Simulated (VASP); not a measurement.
Input of a VASP 6.6.1 run:

INCAR

```
SYSTEM = SiC
ALGO     = Normal         ! electronic algorithm
EDIFF    = 1E-7           ! SCF threshold, eV
EDIFFG   = -0.04          ! ionic threshold
ENCUT    = 600            ! plane-wave cutoff, eV
GGA      = PE             ! functional
IBRION   = 2              ! ionic algorithm
ISIF     = 3              ! what is computed and relaxed
ISMEAR   = 0              ! smearing method
LASPH    = .TRUE.         ! aspherical terms in the spheres
LCHARG   = .FALSE.        ! write CHGCAR
LREAL    = .FALSE.        ! projectors in reciprocal space
LWAVE    = .FALSE.        ! write WAVECAR
NELM     = 80             ! most SCF steps
NSW      = 90             ! ionic steps
PREC     = Accurate       ! precision mode
SIGMA    = 0.1            ! smearing width, eV
```

File KPOINTS:

```
k-points
0
G
  6 6 6
  0 0 0
```

The input POSCAR:

```
SiC
1.0
    1.4205987600     -4.6569863100      0.0000000000
    1.4205987600      4.6569863100      0.0000000000
    0.0000000000      0.0000000000      2.9552455700
Si C
2 2
Direct
    0.1949989000      0.8050011000      0.0000000000
    0.8050011000      0.1949989000      0.0000000000
    0.0940261200      0.9059738800      0.5000000000
    0.9059738800      0.0940261200      0.5000000000
```

Potentials or basis: VASP PAW PBE potentials, release 64 (Si, C).

Command:

```bash
$ cat potpaw_PBE.64/Si/POTCAR potpaw_PBE.64/C/POTCAR > POTCAR
$ mpirun -np 1 vasp_std > vasp.out
```

(1) Predict the space group after relaxing (to 0.05 Å).

(2) Predict the relaxed volume.

(3) What does it give for the relaxed cell?

Answers

(1) Cmmm (No. 65).

(2) 14.61 Å³/atom.

(3) a = 5.211 Å, b = 5.211 Å, c = 3.159 Å, α = 90.00°, β = 90.00°, γ = 137.04°.

Caveat: the k points lie up to 0.33 Å⁻¹ apart in the final cell; the volume moved by over 15 % at a fixed basis, so the end points are rough.
